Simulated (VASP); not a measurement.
Runs of VASP 6.6.1 on SiC. The structure is that of space group P6_3mc (No. 186), or close to it. The cells are those of the table. 

| cell | k mesh | smearing | gap on the mesh (eV) | pressure (GPa) | largest force (eV/Å) |
| --- | --- | --- | --- | --- | --- |
| a = 2.983, b = 2.983, c = 5.076 Å, angles 90.0, 90.0, 120.0°, 4 atoms | 6 × 6 × 4 | gaussian 0.01 eV | 1.86 | 17.6 | (d) |
| a = 2.952, b = 2.952, c = 5.086 Å, angles 90.0, 90.0, 120.0°, 4 atoms | 12 × 12 × 6 | fermi-dirac 0.02 eV | 1.70 | 23.1 | 0.07 |
| a = 3.168, b = 3.168, c = 5.025 Å, angles 90.0, 90.0, 120.0°, 4 atoms | 6 × 6 × 4 | gaussian 0.01 eV | 2.35 | -7.6 | 0.05 |
| a = 3.198, b = 3.198, c = 5.017 Å, angles 90.0, 90.0, 120.0°, 4 atoms | 6 × 6 × 4 | gaussian 0.01 eV | (b) | (a) | 0.05 |
| a = 3.014, b = 3.014, c = 5.067 Å, angles 90.0, 90.0, 120.0°, 4 atoms | 12 × 12 × 6 | fermi-dirac 0.02 eV | 2.01 | (c) | 0.03 |

Alike in all rows: task single point; level PBE; potentials or basis VASP PAW PBE potentials, release 64 (Si, C); no spin polarisation; cutoff (eV) 520.

**Question.** Estimate the missing entries.

**Answer.** (a) -10.6; (b) 2.20; (c) 12.5; (d) 0.04.

A k mesh can miss the band edges.
